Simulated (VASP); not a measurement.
# Sc (P6_3/mmc) in VASP: further runs

The runs below take Sc through single point, with PBEsol.

Everything below comes from runs of VASP 6.6.1. Logs are shortened: lines on timing, memory, paths and dates and some standing lists are left out, and cuts for length are marked.

### Step 1. The cell of the first run

The structure is hexagonal, space group P6_3/mmc (No. 194). The conventional cell has a = 3.205 Å, b = 3.205 Å, c = 5.614 Å, α = 90.00°, β = 90.00°, γ = 120.00°. Within 4.2 Å of Sc (site symmetry -6m2) lie 12 Sc at 3.21 to 3.36 Å.

### Step 2. Single point, PBEsol

INCAR

```
PREC     = Accurate       # precision mode
ENCUT    = 520            # plane-wave cutoff, eV
EDIFF    = 1E-6           # SCF threshold, eV
ISMEAR   = 0              # smearing method
SIGMA    = 0.15           # smearing width, eV
LREAL    = False          # projectors in reciprocal space
LASPH    = True           # aspherical terms in the spheres
NELM     = 100            # most SCF steps
ALGO     = Fast           # electronic algorithm
ISIF     = 2              # what is computed and relaxed
LWAVE    = False          # write WAVECAR
LCHARG   = True           # write CHGCAR
GGA      = PS             # functional
LELF     = True           # ELF
LVHAR    = True         
NBANDS   = 18             # bands
```

KPOINTS

```
regular mesh
0
Gamma
  18 18 10
```

POSCAR

```
Sc
1.0
    3.2053294912      0.0000000000      0.0000000000
   -1.6026647456      2.7758967669      0.0000000000
    0.0000000000      0.0000000000      5.6135925833
Sc
2
Direct
    0.3333333333      0.6666666667      0.2500000000
    0.6666666667      0.3333333333      0.7500000000
```

Potentials or basis: VASP PAW PBE potentials, release 64 (Sc_sv).

The run is started by

```bash
$ cat potpaw_PBE.64/Sc_sv/POTCAR > POTCAR
$ mpirun -np 1 vasp_std > vasp.out
```

OUTCAR:

```text
PREC = Accurate
   ENCUT = 520
   EDIFF = 1E-6
   ISMEAR = 0
   LREAL = False
   LASPH = True
   NELM = 100
   ISIF = 2
   GGA = PS

 ion  position               nearest neighbor table
   1  0.333  0.667  0.250-   2 3.36   2 3.36   2 3.36   2 3.36   2 3.36   2 3.36
   2  0.667  0.333  0.750-   1 3.36   1 3.36   1 3.36   1 3.36   1 3.36   1 3.36

  LATTYP: Found a hexagonal cell.
 ALAT       =     3.2053294912
 C/A-ratio  =     1.7513309002

  Lattice vectors:

 A1 = (   3.2053294912,   0.0000000000,   0.0000000000)
 A2 = (  -1.6026647456,   2.7758967669,   0.0000000000)
 A3 = (   0.0000000000,   0.0000000000,   5.6135925833)

Analysis of symmetry for initial positions (statically):
=====================================================================
 Subroutine PRICEL returns:
 Original cell was already a primitive cell.

 Routine SETGRP: Setting up the symmetry group for a
 hexagonal supercell.

 Subroutine GETGRP returns: Found 24 space group operations
 (whereof 12 operations were pure point group operations)
 out of a pool of 24 trial point group operations.

The static configuration has the point symmetry D_3d.
 The point group associated with its full space group is D_6h.

Analysis of symmetry for dynamics (positions and initial velocities):
=====================================================================
 Subroutine PRICEL returns:
 Original cell was already a primitive cell.

 Routine SETGRP: Setting up the symmetry group for a
 hexagonal supercell.

 Subroutine GETGRP returns: Found 24 space group operations
 (whereof 12 operations were pure point group operations)
 out of a pool of 24 trial point group operations.

The dynamic configuration has the point symmetry D_3d.
 The point group associated with its full space group is D_6h.

 Subroutine INISYM returns: Found 24 space group operations
 (whereof 12 operations are pure point group operations),
 and found     1 'primitive' translations

----------------------------------------------------------------------------------------

                                     Primitive cell

  volume of cell :      49.9479

  direct lattice vectors                    reciprocal lattice vectors
     3.205329491  0.000000000  0.000000000     0.311980407  0.180121972  0.000000000
    -1.602664746  2.775896767  0.000000000     0.000000000  0.360243944  0.000000000
     0.000000000  0.000000000  5.613592583     0.000000000  0.000000000  0.178139041

  length of vectors
     3.205329491  3.205329491  5.613592583     0.360243944  0.360243944  0.178139041

  position of ions in fractional coordinates (direct lattice)
     0.333333333  0.666666667  0.250000000
     0.666666667  0.333333333  0.750000000

  ion indices of the primitive-cell ions
   primitive index   ion index
                 1           1
                 2           2

----------------------------------------------------------------------------------------

 KPOINTS: regular mesh

Automatic generation of k-mesh.
 Grid dimensions read from file:
 generate k-points for:   18   18   10

 Generating k-lattice:

  Cartesian coordinates                     Fractional coordinates (reciprocal lattice)
     0.017332245  0.010006776  0.000000000     0.055555556 -0.000000000  0.000000000
     0.000000000  0.020013552  0.000000000     0.000000000  0.055555556  0.000000000
     0.000000000  0.000000000  0.017813904     0.000000000  0.000000000  0.100000000

  Length of vectors
     0.020013552  0.020013552  0.017813904

  Shift w.r.t. Gamma in fractional coordinates (k-lattice)
     0.000000000  0.000000000  0.000000000

 Subroutine IBZKPT returns following result:
 ===========================================

 Found    222 irreducible k-points:

 Following reciprocal coordinates:
            Coordinates               Weight
  0.000000  0.000000  0.000000      1.000000
  0.055556  0.000000  0.000000      6.000000
  0.111111  0.000000  0.000000      6.000000
  0.166667  0.000000  0.000000      6.000000
  0.222222  0.000000  0.000000      6.000000
  0.277778  0.000000  0.000000      6.000000
[... 16 lines left out ...]
  0.333333  0.111111  0.000000     12.000000
  0.388889  0.111111  0.000000     12.000000
 [... further k-points ...]
   k-points           NKPTS =    222   k-points in BZ     NKDIM =    222   number of bands    NBANDS=     18
   number of dos      NEDOS =    301   number of ions     NIONS =      2
   total plane-waves  NPLWV =  24192
   dimension x,y,z NGX =    24 NGY =   24 NGZ =   42
   dimension x,y,z NGXF=    48 NGYF=   48 NGZF=   84
   ions per type =               2
   NGX,Y,Z   is equivalent  to a cutoff of  12.45, 12.45, 12.44 a.u.
   NGXF,Y,Z  is equivalent  to a cutoff of  24.90, 24.90, 24.88 a.u.
 SYSTEM =  unknown system
   PREC   = accura    normal or accurate (medium, high low for compatibility)
   ISTART =      0    job   : 0-new  1-cont  2-samecut
   ICHARG =      2    charge: 1-file 2-atom 10-const
   ISPIN  =      1    spin polarized calculation?
   LNONCOLLINEAR =      F non collinear calculations
   LSORBIT =      F    spin-orbit coupling
   LASPH  =      T    aspherical Exc in radial PAW
   ENCUT  =  520.0 eV  38.22 Ry    6.18 a.u.   5.96  5.96 10.44*2*pi/ulx,y,z
   NELM   =    100;   NELMIN=  2; NELMDL= -5     # of ELM steps
   EDIFF  = 0.1E-05   stopping-criterion for ELM
   LREAL  =      F    real-space projection
   EDIFFG = 0.1E-04   stopping-criterion for IOM
   NSW    =      0    number of steps for IOM
   IBRION =     -1    ionic relax: 0-MD 1-quasi-New 2-CG
   NFREE  =      0    steps in history (QN), initial steepest desc. (CG)
   ISIF   =      2    stress and relaxation
   ISYM   =      2    0-nonsym 1-usesym 2-fastsym
   POTIM  = 0.5000    time-step for ionic-motion
   TEBEG  =    0.0;   TEEND  =   0.0 temperature during run
   PSTRESS=    0.0 pullay stress
   NELECT =      22.0000    total number of electrons
   NUPDOWN=      -1.0000    fix difference up-down
   EMIN   =  10.00;   EMAX   =-10.00  energy-range for DOS
   EFERMI =   0.00;   METHOD = LEGACY
   ISMEAR =     0;   SIGMA  =   0.15  broadening in eV -4-tet -1-fermi 0-gaus
   EFERMI_NEDOS =   21; number of points for ismear=-14 and -15
   IALGO  =     68    algorithm
   IMIX   =      4    mixing-type and parameters
     AMIX     =   0.40;   BMIX     =  1.00
     AMIX_MAG =   1.60;   BMIX_MAG =  1.00
  volume/ion in A,a.u.               =      24.97       168.53
  Fermi-wavevector in a.u.,A,eV,Ry     =   1.245595  2.353833 21.109524  1.551506
  Thomas-Fermi vector in A             =   2.379810
   LORBIT       =      0    0 simple, 1 ext, 2 COOP (PROOUT), +10 PAW based schemes
   GGA     = PS    functional components
   LHFCALC =     F    Hartree Fock is set to
   AEXX    =    0.0000 exact exchange contribution
   IVDW    =     0    specifies the selected vdW correction
   LEPSILON=     F    determine dielectric tensor
   LRPA    =     F    only Hartree local field effects (RPA)
 non-spin polarized calculation
 RMM-DIIS sequential band-by-band and
 Gauss-broadening in eV      SIGMA  =   0.15
  energy-cutoff  :      520.00
  volume of cell :       49.95
 maximum number of plane-waves:      1392
 NGX is ok and might be reduce to    24

 number of electron      21.9999996 magnetization

 Free energy of the ion-electron system (eV)
  ---------------------------------------------------
  ext. energy  EPLUGINS =         0.00000000
  ---------------------------------------------------
  free energy    TOTEN  =       -13.11504690 eV

  energy without entropy =      -13.06047440  energy(sigma->0) =      -13.08776065

 E-fermi :   3.5188     XC(G=0):  -9.9354

 val. band max:        3.5165263821   @ k =   0.3889   0.0556   0.5000
 cond. band min:       3.5225472819   @ k =   0.3889   0.1111   0.3000
 fundamental gap:      0.0060208998
 Fermi energy:         3.5187988997

 k-point     1 :       0.0000    0.0000    0.0000
  band No.  band energies     occupation
      1     -45.7445      2.00000
      2     -45.7025      2.00000
      3     -24.5948      2.00000
      4     -24.2766      2.00000
      5     -24.2676      2.00000
      6     -24.2676      2.00000
[... 10 lines left out ...]
     17       6.2239      0.00000
     18       6.2265      0.00000

 k-point     2 :       0.0556    0.0000    0.0000
  band No.  band energies     occupation
      1     -45.7427      2.00000
      2     -45.7013      2.00000
      3     -24.5910      2.00000
      4     -24.2787      2.00000
      5     -24.2772      2.00000
      6     -24.2707      2.00000
[... 10 lines left out ...]
     17       6.1494      0.00000
     18       6.2022      0.00000

 k-point     3 :       0.1111    0.0000    0.0000
  band No.  band energies     occupation
      1     -45.7375      2.00000
      2     -45.6978      2.00000
      3     -24.5799      2.00000
      4     -24.3106      2.00000
      5     -24.2796      2.00000
      6     -24.2791      2.00000
[... 10 lines left out ...]
     17       5.9567      0.00000
     18       6.0729      0.00000

 k-point     4 :       0.1667    0.0000    0.0000
  band No.  band energies     occupation
      1     -45.7295      2.00000
      2     -45.6925      2.00000
      3     -24.5623      2.00000
      4     -24.3596      2.00000
      5     -24.3268      2.00000
      6     -24.2929      2.00000
[... 375 lines left out ...]
      4     -24.5073      2.00000
      5     -24.4785      2.00000
      6     -24.3587      2.00000
[... 10 lines left out ...]
     17       6.9204      0.00000
     18       7.1841      0.00000

 k-point    23 :       0.3333    0.1111    0.0000
  band No.  band energies     occupation
      1     -45.6862      2.00000
      2     -45.6684      2.00000
      3     -24.5830      2.00000
      4     -24.5440      2.00000
      5     -24.4533      2.00000
      6     -24.3759      2.00000
[... 10 lines left out ...]
     17       7.1873      0.00000
     18       7.3423      0.00000

 k-point    24 :       0.3889    0.1111    0.0000
  band No.  band energies     occupation
      1     -45.6800      2.00000
      2     -45.6663      2.00000
      3     -24.6115      2.00000
      4     -24.5679      2.00000
      5     -24.4334      2.00000
      6     -24.3870      2.00000
[... 10 lines left out ...]
     17       7.1362      0.00000
     18       7.3458      0.00000

 [... further k-points ...]

------------------------ aborting loop because EDIFF is reached ----------------------------------------

  FORCE on cell =-STRESS in cart. coord.  units (eV):
  Direction    XX          YY          ZZ          XY          YZ          ZX
  --------------------------------------------------------------------------------------
  -------------------------------------------------------------------------------------
  Total        0.0487354      0.0487354     -2.3332589      0.0000000     -0.0000000      0.0000000
  in kB        1.5632840      1.5632840    -74.8439379      0.0000000     -0.0000000      0.0000000
  external PRESSURE =     -23.9057900 kB  Pullay stress =       0.0000000 kB

 VOLUME and BASIS-vectors are now :
 -----------------------------------------------------------------------------
  energy-cutoff  :      520.00
  volume of cell :       49.95
      direct lattice vectors                 reciprocal lattice vectors
     3.205329491  0.000000000  0.000000000     0.311980407  0.180121972  0.000000000
    -1.602664746  2.775896767  0.000000000     0.000000000  0.360243944  0.000000000
     0.000000000  0.000000000  5.613592583     0.000000000  0.000000000  0.178139041

 POSITION                                       TOTAL-FORCE (eV/Angst)
 -----------------------------------------------------------------------------------
     -0.00000      1.85060      1.40340         0.000000      0.000000      0.000000
      1.60266      0.92530      4.21019        -0.000000     -0.000000      0.000000
 -----------------------------------------------------------------------------------
    total drift:                                0.000000     -0.000000      0.000000

  FREE ENERGIE OF THE ION-ELECTRON SYSTEM (eV)
  ---------------------------------------------------
  free  energy   TOTEN  =       -13.1150469023 eV

  energy  without entropy=      -13.0604743985  energy(sigma->0) =      -13.08776065
```

Wall time 3 min (1 thread of Intel Xeon Platinum 8259CL at 2.50GHz (Skylake/Cascade Lake), shared host); peak memory 0.28 GiB.

What came out:

| Property | Result |
| --- | --- |
| Free energy | -13.1150 eV |
| Pressure | -2.4 GPa |
| Band gap on the k mesh | zero (bands 11 and 12 overlap by 0.87 eV) |

Levels at points of the mesh, in eV from the Fermi level:
```csv
k point,band 7,band 8,band 9,band 10,band 11,band 12,band 13,band 14,band 15,band 16
"(0.00, 0.00, 0.00)",-27.75,-27.75,-5.13,-1.91,-0.16,1.18,1.64,1.64,1.93,1.93
"(0.50, 0.00, 0.00)",-27.85,-27.82,-1.49,-1.05,-0.78,-0.04,0.92,1.42,1.75,3.75
"(0.00, 0.00, 0.50)",-27.77,-27.77,-3.83,-3.83,0.52,0.52,1.66,1.66,1.66,1.66
"(0.50, 0.00, 0.50)",-27.85,-27.85,-1.47,-1.47,-0.07,-0.07,1.25,1.25,2.58,2.58
```

Caveat: the stress differs along the axes, from -7 to 0 GPa; the PAW data sets were made with another functional, which shifts forces and pressure a little.

### Step 3. Single point, PBEsol

This run uses another cell than the first one, of the same volume but with other edges.

INCAR

```
SYSTEM = Sc
PREC = Accurate
ENCUT = 520
EDIFF = 1E-6
ISMEAR = 0
SIGMA = 0.15
LREAL = .False.
LASPH = .True.
NELM = 100
ALGO = Fast
ISIF = 2
LWAVE = .False.
LCHARG = .False.
GGA = PS
NBANDS = 18
```

KPOINTS

```
Automatic mesh
0
Gamma
  18 18 10
  0 0 0
```

POSCAR

```
Sc
1.0
    3.3541295290      0.0000000000      0.0000000000
   -1.6770647645      2.9047613797      0.0000000000
    0.0000000000      0.0000000000      5.1265664180
Sc
2
Direct
    0.3333333333      0.6666666667      0.2500000000
    0.6666666667      0.3333333333      0.7500000000
```

Potentials or basis: VASP PAW PBE potentials, release 64 (Sc_sv).

The run is started by

```bash
$ cat potpaw_PBE.64/Sc_sv/POTCAR > POTCAR
$ mpirun -np 1 vasp_std > vasp.out
```

It took 4.8 min on 1 thread of Intel Xeon Platinum 8259CL at 2.50GHz (Skylake/Cascade Lake), shared host; peak memory 0.29 GiB.

The run converged. Its results:

- Free energy: -13.2082 eV
- Pressure: -2.9 GPa
- Band gap on the k mesh: zero (bands 11 and 12 overlap by 1.55 eV)

Stress tensor (GPa, compression positive):
```
-3.34  0.00  0.00
 0.00 -3.34  0.00
 0.00  0.00 -2.04
```

Levels at points of the mesh, in eV from the Fermi level:
| k point | band 9 | band 10 | band 11 | band 12 | band 13 | band 14 |
| --- | --- | --- | --- | --- | --- | --- |
| (0.00, 0.00, 0.00) | -5.10 | -1.59 | 0.74 | 1.56 | 1.56 | 1.93 |
| (0.50, 0.00, 0.00) | -1.64 | -1.05 | -0.63 | -0.39 | 1.25 | 1.33 |
| (0.00, 0.00, 0.50) | -3.53 | -3.53 | 1.04 | 1.04 | 1.45 | 1.45 |
| (0.50, 0.00, 0.50) | -1.45 | -1.45 | 0.09 | 0.09 | 1.27 | 1.27 |

Caveat: the PAW data sets were made with another functional, which shifts forces and pressure a little.
